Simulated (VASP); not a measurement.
Runs of VASP 6.6.1 on Si. The structure is that of space group I4/mmm (No. 139), or close to it. The cells are those of the table. 

| cell | gap on the mesh (eV) | pressure (GPa) | largest force (eV/Å) |
| --- | --- | --- | --- |
| a = 5.240 Å, angles 97.7, 97.7, 137.2°, 4 atoms | 0.22 | -3.6 | 0.38 |
| a = 5.239 Å, angles 97.1, 97.1, 138.7°, 4 atoms | 0.01 | -1.4 | 0.74 |
| a = 5.117 Å, angles 98.8, 98.8, 134.0°, 4 atoms | 0.02 | (b) | 0.35 |
| a = 5.104 Å, angles 97.7, 97.7, 137.2°, 4 atoms | 0.22 | 2.5 | 0.42 |
| a = 5.018 Å, angles 98.2, 98.2, 135.6°, 4 atoms | 0.15 | 5.0 | 0.08 |
| a = 5.155 Å, angles 98.2, 98.2, 135.6°, 4 atoms | 0.26 | -2.1 | 0.04 |
| a = 5.196 Å, angles 97.7, 97.7, 137.2°, 4 atoms | 0.22 | -1.9 | 0.40 |
| a = 5.150 Å, angles 97.7, 97.7, 137.2°, 4 atoms | 0.22 | (a) | 0.41 |

Alike in all rows: task single point; level PBE; potentials or basis VASP PAW PBE potentials, release 64 (Si); no spin polarisation; k mesh 12 × 12 × 12; cutoff (eV) 520; smearing gaussian 0.05 eV.

Problem. Estimate the missing entries.

Solution. (a) 0.2; (b) -2.0.

Caveats: the stress differs along the axes, from -6 to 0 GPa (at least some runs); the stress differs along the axes, from -6 to 7 GPa (at least some runs); the smearing spreads over this small gap (at least some runs); the stress differs along the axes, from 0 to 8 GPa (at least some runs); the cell stands under pressure (at least some runs); the stress differs along the axes, from -4 to 2 GPa (at least some runs); the stress differs along the axes, from -2 to 5 GPa (at least some runs).

A k mesh can miss the band edges.
